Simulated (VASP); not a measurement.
Here is a VASP 6.6.1 calculation.

Contents of INCAR:

```
ALGO = Normal ; EDIFF = 1E-6
ENCUT = 520 ; GGA = PE
ISIF = 2 ; ISMEAR = 0
LASPH = T ; LCHARG = F
LREAL = F ; LWAVE = F
NBANDS = 16 ; NELM = 60
PREC = Accurate ; SIGMA = 0.1
```

KPOINTS

```
k-points
0
Gamma
  6 6 4
```

POSCAR

```
Al3Cl
1.0
    4.1881376200      0.0000000000      0.0000000000
   -2.0940688100      3.6270335800      0.0000000000
    0.0000000000      0.0000000000      5.9664339200
Al Cl
3 1
Direct
    0.5000000000      0.0000000000      0.0000000000
    0.0000000000      0.5000000000      0.0000000000
    0.5000000000      0.5000000000      0.0000000000
    0.0000000000      0.0000000000      0.5000000000
```

Potentials or basis: VASP PAW PBE potentials, release 64 (Al, Cl).

Run with:

```bash
$ cat potpaw_PBE.64/Al/POTCAR potpaw_PBE.64/Cl/POTCAR > POTCAR
$ mpirun -np 1 vasp_std > vasp.out
```

Q: Estimate the band gap on the k mesh.

A: Zero (band 8 reaches 4.01 eV, above the bottom of band 9 at 2.46 eV).

Q: What does it give for the pressure?

A: 36.0 GPa.

Stress tensor (GPa, compression positive):
```
57.01  0.00  0.00
 0.00 57.01  0.00
 0.00  0.00 -6.01
```
